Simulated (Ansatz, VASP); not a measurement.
SiC: VASP beside Ansatz

```
Si C
1.0
    -3.09790    0.00015   -0.00014
    -0.00030   -0.00063   -5.07005
     0.00028   -5.34986   -0.00068
Si C
4 4
Direct
  0.49997 0.49559 0.83326
  0.00000 0.49559 0.33327
  0.00004 0.99559 0.66675
  0.50001 0.99559 0.16675
  0.50008 0.11941 0.83299
  0.00004 0.11942 0.33300
  0.99990 0.61941 0.66699
  0.49995 0.61941 0.16699
```

Change from the starting cell: cell x2, atoms moved at random (sigma 0.15 Å) and cell strained at random (1.5 %), then relaxed without symmetry.

Alike in both runs: functional PBE; k mesh 4 × 4 × 4; occupations gaussian, width 0.1 eV; no spin polarisation.

Ansatz relaxed the structure, and its values are those at the end. VASP's run is a single point on that final structure, the one shown.

|  | VASP | Ansatz |
| --- | --- | --- |
| version | VASP 6.6.1 | Ansatz 0.2.0 |
| potentials or method | VASP PAW PBE potentials, release 64 (Si, C), cutoff 520 eV | scalar-relativistic, plane waves, PAW |
| valence electrons in the cell | 32 | 32 |

```tsv
	VASP	Ansatz	Ansatz less VASP
gap on the k mesh at the Fermi level (eV)	2.54	2.54	+0.003
least direct gap on the mesh (eV)	2.69	2.69	+0.003
pressure (GPa)	0.0	0.0	+0.05
rms of the force components (eV/Å)	0.004	0.004	-0.0001
```

The k mesh is coarse, so the values compare programs but aren't converged.
